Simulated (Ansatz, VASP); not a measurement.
# Al: VASP beside Ansatz

```
CELL_PARAMETERS angstrom
2.93150 0.00000 0.00000
-1.46575 2.53875 0.00000
0.00000 0.00000 9.85380
ATOMIC_POSITIONS crystal
Al 0.00000 0.00000 0.00000
Al 0.33333 0.66667 0.25000
Al 0.00000 0.00000 0.50000
Al 0.66667 0.33333 0.75000
```

Alike in both runs: task single point; functional PBEsol; dispersion D3(BJ); k mesh 18 × 18 × 6; occupations gaussian, width 0.15 eV; no spin polarisation.

```csv
,VASP,Ansatz
version,VASP 6.6.1,Ansatz 0.2.0
potentials or method,"VASP PAW PBE potentials, release 64 (Al), cutoff 520 eV","scalar-relativistic, plane waves, PAW"
valence electrons in the cell,12,12
```

```csv
,VASP,Ansatz,Ansatz less VASP
gap on the k mesh at the Fermi level (eV),none,none,-
pressure (GPa),-10.0,-10.0,-0.05
"traceless stress, the component that is largest in VASP (GPa)",-0.76,-0.76,+0.007
```

VASP's potentials were made for PBE, not for PBEsol, and Ansatz warns of the same on its side. A gap of «none» marks a metal or a gap that the smearing closes.
